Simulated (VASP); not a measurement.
Here is a VASP 6.6.1 calculation.

The input INCAR:

```
SYSTEM = Eu
PREC = Accurate
ENCUT = 520
EDIFF = 1E-6
ISMEAR = 0
SIGMA = 0.05
LREAL = .False.
LASPH = .True.
NELM = 150
ALGO = Normal
ISIF = 2
LWAVE = .False.
LCHARG = .True.
ISPIN = 2
MAGMOM = 7.89
LORBIT = 11
LMAXMIX = 6
GGA = PE
LELF = .True.
LVHAR = .True.
NBANDS = 18
```

File KPOINTS:

```
regular mesh
0
Gamma
  6 6 6
  0 0 0
```

File POSCAR:

```
Eu
1.0
   -2.2963620824      2.2963620824      2.2963620824
    2.2963620824     -2.2963620824      2.2963620824
    2.2963620824      2.2963620824     -2.2963620824
Eu
1
Direct
    0.0000000000      0.0000000000      0.0000000000
```

Potentials or basis: VASP PAW PBE potentials, release 64 (Eu).

Launch:

```bash
$ cat potpaw_PBE.64/Eu/POTCAR > POTCAR
$ mpirun -np 1 vasp_std > vasp.out
```

(1) Estimate the net moment.

(2) Estimate the site moments.

Answers

(1) 7.52 μB per cell.

(2) Eu +6.74 μB.
